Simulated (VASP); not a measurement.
Cl:

```
CELL_PARAMETERS angstrom
3.12000 -2.24000 0.00000
3.12000 2.24000 0.00000
0.00000 0.00000 8.26000
ATOMIC_POSITIONS crystal
Cl 0.13000 0.87000 0.10000
Cl 0.63000 0.37000 0.40000
Cl 0.87000 0.13000 0.90000
Cl 0.37000 0.63000 0.60000
```

- Program: VASP 6.6.1
- Task: relaxation of cell and atoms
- Functional: PBE
- Dispersion: D3(BJ)
- Potentials or basis: VASP PAW PBE potentials, release 64 (Cl)
- Cutoff: 600 eV
- k mesh: 8 × 8 × 4
- Occupations: gaussian, width 0.02 eV
- Spin: no spin polarisation

At the start: pressure -0.8 GPa; volume 28.86 Å³/atom.

Problem. How do energy, volume and symmetry change on relaxing?

Solution. Over 22 steps the energy falls by 12.1 meV/atom and the volume is 27.27 Å³/atom (-5.5 %); space group Cmce (No. 64, to 0.05 Å).

The path:
```csv
step,energy change (eV),largest force (eV/Å),pressure (GPa),volume (Å³)
1,0.0000,0.2378,-0.83,115.45
2,0.0039,0.6163,0.90,112.96
3,-0.0086,0.1617,-0.08,114.30
4,-0.0139,0.1519,-0.07,113.72
5,-0.0278,0.1216,-0.04,111.98
6,-0.0414,0.0778,0.23,108.49
7,-0.0308,0.4044,-0.92,109.70
8,-0.0421,0.0265,-0.01,108.73
9,-0.0434,0.0264,-0.03,108.92
10,-0.0461,0.0286,-0.07,109.45
11,-0.0465,0.0497,-0.16,110.40
12,-0.0471,0.0373,-0.12,109.97
13,-0.0383,0.3682,0.87,108.61
14,-0.0473,0.0166,-0.02,109.82
15,-0.0477,0.0099,0.00,109.35
16,-0.0481,0.0183,0.01,108.46
17,-0.0475,0.0933,0.28,108.17
18,-0.0481,0.0050,0.07,108.40
19,-0.0482,0.0026,0.05,108.55
20,-0.0483,0.0012,0.02,108.73
21,-0.0483,0.0017,0.01,108.82
22,-0.0483,0.0047,-0.01,109.09
```

Final structure:
```yaml
crystal:
  lattice:
    - [3.27431, -2.05411, 0.00000]
    - [3.27431, 2.05411, 0.00000]
    - [0.00000, 0.00000, 8.11014]
  atoms:
    - { symbol: Cl, position: [0.12306, 0.87694, 0.10773] }
    - { symbol: Cl, position: [0.62306, 0.37694, 0.39227] }
    - { symbol: Cl, position: [0.87694, 0.12306, 0.89227] }
    - { symbol: Cl, position: [0.37694, 0.62306, 0.60773] }
```
